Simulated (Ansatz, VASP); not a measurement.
PbS in VASP and in Ansatz

Contents of POSCAR:

```
PbS
1.0
    2.2105500000      1.2762616375      3.7269333333
   -2.2105500000      1.2762616375      3.7269333333
    0.0000000000     -2.5525232751      3.7269333333
Pb S
1 1
Direct
    0.9781509158      0.9781509158      0.9781509158
    0.4774504142      0.4774504142      0.4774504142
```

Contents of INCAR.step1:

```
SYSTEM = PbS
PREC     = Accurate       ! precision mode
ENCUT    = 520            ! plane-wave cutoff, eV
ISMEAR   = 0              ! smearing method
SIGMA    = 0.05           ! smearing width, eV
LREAL    = .FALSE.        ! projectors in reciprocal space
LASPH    = .TRUE.         ! aspherical terms in the spheres
NELM     = 80             ! most SCF steps
NBANDS   = 17             ! bands
GGA      = PE             ! functional
ALGO     = Normal         ! electronic algorithm
EDIFF    = 1E-4           ! SCF threshold, eV
LWAVE    = .TRUE.         ! write WAVECAR
LCHARG   = .FALSE.        ! write CHGCAR
```

INCAR.step2

```
SYSTEM = PbS
PREC     = Accurate       ! precision mode
ENCUT    = 520            ! plane-wave cutoff, eV
EDIFF    = 1E-6           ! SCF threshold, eV
ISMEAR   = 0              ! smearing method
SIGMA    = 0.05           ! smearing width, eV
LREAL    = .FALSE.        ! projectors in reciprocal space
LASPH    = .TRUE.         ! aspherical terms in the spheres
NELM     = 80             ! most SCF steps
ALGO     = Normal         ! electronic algorithm
ISIF     = 2              ! what is computed and relaxed
LWAVE    = .FALSE.        ! write WAVECAR
LCHARG   = .FALSE.        ! write CHGCAR
METAGGA  = R2SCAN         ! meta-GGA
LMIXTAU  = .TRUE.       
NBANDS   = 17             ! bands
ISTART   = 1
```

KPOINTS

```
Automatic mesh
0
G
  9 9 9
  0 0 0
```

Input for Ansatz:

```yaml
crystal:
  lattice:
    - [2.21055, 1.2762616375, 3.7269333333]
    - [-2.21055, 1.2762616375, 3.7269333333]
    - [0.0, -2.5525232751, 3.7269333333]
  atoms:
    - { symbol: Pb, position: [0.9781509158, 0.9781509158, 0.9781509158] }
    - { symbol: S, position: [0.4774504142, 0.4774504142, 0.4774504142] }
basis:
  ecutwfc: 500
kpoints:
  mp_grid: { grid: [9, 9, 9] }
hamiltonian:
  xc: r2scan
scf:
  occupations: { method: gaussian, width: 0.05 }
output:
  forces: true
  stress: true
  eigenvalues: true
```

Alike in both runs: task single point; functional r2SCAN; k mesh 9 × 9 × 9; occupations gaussian, width 0.05 eV; no spin polarisation.

|  | VASP | Ansatz |
| --- | --- | --- |
| version | VASP 6.6.1 | Ansatz 0.2.0 |
| potentials or method | VASP PAW PBE potentials, release 64 (Pb_d, S), cutoff 520 eV | scalar-relativistic, plane waves, PAW |
| valence electrons in the cell | 20 | 20 |

|  | VASP | Ansatz | Ansatz less VASP |
| --- | --- | --- | --- |
| pressure (GPa) | -6.8 | -6.8 | +0.03 |
| traceless stress, the component that is largest in VASP (GPa) | -0.94 | -0.94 | +0.002 |
| rms of the force components (eV/Å) | 0.007 | 0.007 | +0.0001 |

VASP's potentials were made for PBE, not for r2SCAN. Atom by atom the forces differ by 0.000 eV/Å (rms over components).

Neither program's run includes spin-orbit coupling.
